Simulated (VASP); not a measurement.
Fe:

```
CELL_PARAMETERS angstrom
0.00000 1.76350 1.76350
1.76350 0.00000 1.76350
1.76350 1.76350 0.00000
ATOMIC_POSITIONS crystal
Fe 0.00000 0.00000 0.00000
```

Base run:

| Property | Result |
| --- | --- |
| Program | VASP 6.6.1 |
| Functional | PBE |
| Potentials or basis | VASP PAW PBE potentials, release 64 (Fe) |
| Cutoff | 520 eV |
| k mesh | 11 × 11 × 11 |
| Occupations | fermi-dirac, width 0.1 eV |
| Spin | collinear spin, ferromagnetic start |
| Starting moments | [0.66] μB |
| Fixed moment | 0.66 μB |

Its results: pressure -13.0 GPa; site moments Fe +0.66 μB.

**Question.** The run is repeated on the same cell with these changes: fixed moment from 0.66 μB to 0.33 μB; moments at the start from [0.66] to [0.33]. What comes out?

**Answer.** Pressure -15.4 GPa; site moments Fe +0.33 μB.

Caveats: the total moment is fixed, so each spin has its own Fermi level.
